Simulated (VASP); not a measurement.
Wanted: the native input for a VASP 6.6.1 run.

| Property | Result |
| --- | --- |
| Task | single point |
| Functional | PBEsol |
| Dispersion | D3(BJ) |
| Potentials or basis | VASP PAW PBE potentials, release 64 (Sn_d) |
| Cutoff | 520 eV |
| k mesh | 10 × 10 × 10 |
| Occupations | fermi-dirac, width 0.05 eV |
| Spin | no spin polarisation |
| Dipole correction | no |
| Further INCAR settings | ALGO = Normal; EDIFF = 1e-06; NBANDS = 13 |

The structure of Sn lies in POSCAR:

```
Sn
1.0
   -1.8362108142      1.8362108142      1.8362108142
    1.8362108142     -1.8362108142      1.8362108142
    1.8362108142      1.8362108142     -1.8362108142
Sn
1
Direct
    0.0000000000      0.0000000000      0.0000000000
```

The input as run:

INCAR

```
SYSTEM = Sn
PREC = Accurate
ENCUT = 520
EDIFF = 1E-6
ISMEAR = -1
SIGMA = 0.05
LREAL = .False.
LASPH = .True.
NELM = 100
ALGO = Normal
ISIF = 2
LWAVE = .False.
LCHARG = .False.
GGA = PS
IVDW = 12
NBANDS = 13
```

KPOINTS

```
Automatic mesh
0
Gamma
  10 10 10
  0 0 0
```

Potentials or basis: VASP PAW PBE potentials, release 64 (Sn_d).

Command:

```bash
$ cat potpaw_PBE.64/Sn_d/POTCAR > POTCAR
$ mpirun -np 1 vasp_std > vasp.out
```

It gave:

```yaml
Pressure: -0.1 GPa
Band_gap_on_the_k_mesh: zero (band 7 reaches 17.95 eV, above the bottom of band 8 at 6.52 eV)
Dispersion_energy_per_atom: -0.429 eV
```

Caveat: the PAW data sets were made with another functional, which shifts forces and pressure a little; spin-orbit coupling is left out, which moves the levels of the heavy elements; pairwise dispersion overbinds metals, which lowers pressure and volume.

Run time: 6.4 s on 1 thread of Intel(R) Xeon(R) Platinum 8259CL CPU @ 2.50GHz (Skylake/Cascade Lake) (shared host), peak memory 0.15 GiB.
